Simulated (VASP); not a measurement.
Here is a VASP 6.6.1 calculation.

File INCAR:

```
  ALGO = Normal
  EDIFF = 1E-6
  ENCUT = 520
  GGA = RE
  ISIF = 2
  ISMEAR = -1
  LASPH = T
  LCHARG = F
  LREAL = F
  LWAVE = F
  NBANDS = 12
  NELM = 60
  PREC = Accurate
  SIGMA = 0.1
```

KPOINTS

```
k-points
0
Gamma
  13 13 13
```

File POSCAR:

```
Cd
1.0
    0.0000000000      2.2258409568      2.2258409568
    2.2258409568      0.0000000000      2.2258409568
    2.2258409568      2.2258409568      0.0000000000
Cd
1
Direct
    0.0000000000      0.0000000000      0.0000000000
```

Potentials or basis: VASP PAW PBE potentials, release 64 (Cd).

Run with:

```sh
$ cat potpaw_PBE.64/Cd/POTCAR > POTCAR
$ mpirun -np 1 vasp_std > vasp.out
```

Predict the band gap on the k mesh.

zero (band 6 reaches 3.95 eV, above the bottom of band 7 at 1.76 eV).

Predict the pressure.

3.7 GPa.

Caveat: the PAW data sets were made with another functional, which shifts forces and pressure a little.
